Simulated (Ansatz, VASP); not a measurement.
**One calculation of Ba, two programs**

Contents of INCAR:

```
PREC = Accurate
ENCUT = 520
EDIFF = 1E-7
ISMEAR = 0
SIGMA = 0.15
LREAL = False
LASPH = True
NELM = 100
ALGO = Fast
ISIF = 2
LWAVE = False
LCHARG = True
GGA = PS
LELF = True
LVHAR = True
NBANDS = 11
```

File KPOINTS:

```
Automatic mesh
0
Gamma
  14 14 14
```

Contents of POSCAR:

```
Ba
1.0
   -2.2500000000      2.7500000000      2.5000000000
    2.2500000000     -2.7500000000      2.5000000000
    2.2500000000      2.7500000000     -2.5000000000
Ba
1
Direct
    0.0000000000      0.0000000000      0.0000000000
```

Input for Ansatz:

```yaml
crystal:
  lattice:
    - [-2.25, 2.75, 2.5]
    - [2.25, -2.75, 2.5]
    - [2.25, 2.75, -2.5]
  atoms:
    - { symbol: Ba, position: [0.0, 0.0, 0.0] }
basis:
  ecutwfc: 420
kpoints:
  mp_grid: { grid: [14, 14, 14] }
hamiltonian:
  xc: pbesol
scf:
  occupations: { method: gaussian, width: 0.15 }
output:
  forces: true
  stress: true
  eigenvalues: true
```

Change from the starting cell: strain -0.1000 x Voigt [1, -1, 0, 0, 0, 0], atoms carried along.

Alike in both runs: task single point; functional PBEsol; k mesh 14 × 14 × 14; occupations gaussian, width 0.15 eV; no spin polarisation.

|  | VASP | Ansatz |
| --- | --- | --- |
| version | VASP 6.6.1 | Ansatz 0.2.0 |
| potentials or method | VASP PAW PBE potentials, release 64 (Ba_sv), cutoff 520 eV | scalar-relativistic, plane waves, PAW |
| valence electrons in the cell | 10 | 10 |

Ansatz gave:

| Quantity | Value |
| --- | --- |
| gap on the k mesh at the Fermi level (eV) | none |
| pressure (GPa) | -0.5 |
| traceless stress, the component that is largest in VASP (GPa) | 0.64 |

**Question.** Estimate VASP's values.

**Answer.** gap on the k mesh at the Fermi level (eV): none; pressure (GPa): -0.4; traceless stress, the component that is largest in VASP (GPa): 0.65.

VASP's potentials were made for PBE, not for PBEsol. A gap of «none» marks a metal or a gap that the smearing closes.

Spin-orbit coupling is off throughout.
